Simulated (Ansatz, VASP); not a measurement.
**One calculation of Co, two programs**

Contents of INCAR:

```
SYSTEM = Co
PREC = Accurate ; ENCUT = 520
EDIFF = 1E-8 ; ISMEAR = -1
SIGMA = 0.05 ; LREAL = .False.
LASPH = .True. ; NELM = 150
ALGO = Normal ; ISIF = 2
LWAVE = .False. ; LCHARG = .False.
ISPIN = 2 ; MAGMOM = 2
LORBIT = 11 ; LMAXMIX = 4
GGA = PE ; LEFG = .True.
NBANDS = 14
```

KPOINTS

```
regular mesh
0
Gamma
  18 18 18
  0 0 0
```

File POSCAR:

```
Co
1.0
    0.0000000000      1.7268776307      1.7268776307
    1.7268776307      0.0000000000      1.7268776307
    1.7268776307      1.7268776307      0.0000000000
Co
1
Direct
    0.0000000000      0.0000000000      0.0000000000
```

Input for Ansatz:

```yaml
crystal:
  lattice:
    - [0.0, 1.7268776307, 1.7268776307]
    - [1.7268776307, 0.0, 1.7268776307]
    - [1.7268776307, 1.7268776307, 0.0]
  atoms:
    - { symbol: Co, position: [0.0, 0.0, 0.0], spin: 2.0 }
magnetization:
  spin_polarized: true
kpoints:
  mp_grid: { grid: [18, 18, 18] }
scf:
  occupations: { method: fermi_dirac, width: 0.05 }
hamiltonian:
  xc: pbe
  pseudopotentials: { kind: paw }
output:
  forces: true
  stress: true
  eigenvalues: true
  efg: { contact_densities: true }
  write_density: true
  write_potential: true
  elf: true
  volumetric_format: npy
```

Change from the starting cell: volume scaled by 0.95, PAW files.

Alike in both runs: task electric field gradients; functional PBE; k mesh 18 × 18 × 18; occupations fermi-dirac, width 0.05 eV; collinear spin.

|  | VASP | Ansatz |
| --- | --- | --- |
| version | VASP 6.6.1 | Ansatz 0.2.0 |
| potentials or method | VASP PAW PBE potentials, release 64 (Co) | PAW with Ansatz's default frozen-core files, scalar-relativistic |
| plane-wave cutoff (eV) | 520 | 420 |
| valence electrons in the cell | 9 | 17 |

|  | VASP | Ansatz | Ansatz less VASP |
| --- | --- | --- | --- |
| pressure (GPa) | 13.0 | 14.0 | +1.03 |
| net moment per atom (μB) | 1.61 | 1.61 | +0.005 |
| size of the moment on the site where the two differ most (μB) | 1.61 | 1.67 | +0.060 |

Site moments also hang on the region over which each program counts them. The functional is the same, so the differences come from potentials, cutoffs and numerics. VASP's potentials hold 9 valence electrons a cell and Ansatz's 17, so a difference there can come from the potentials and not from the codes.
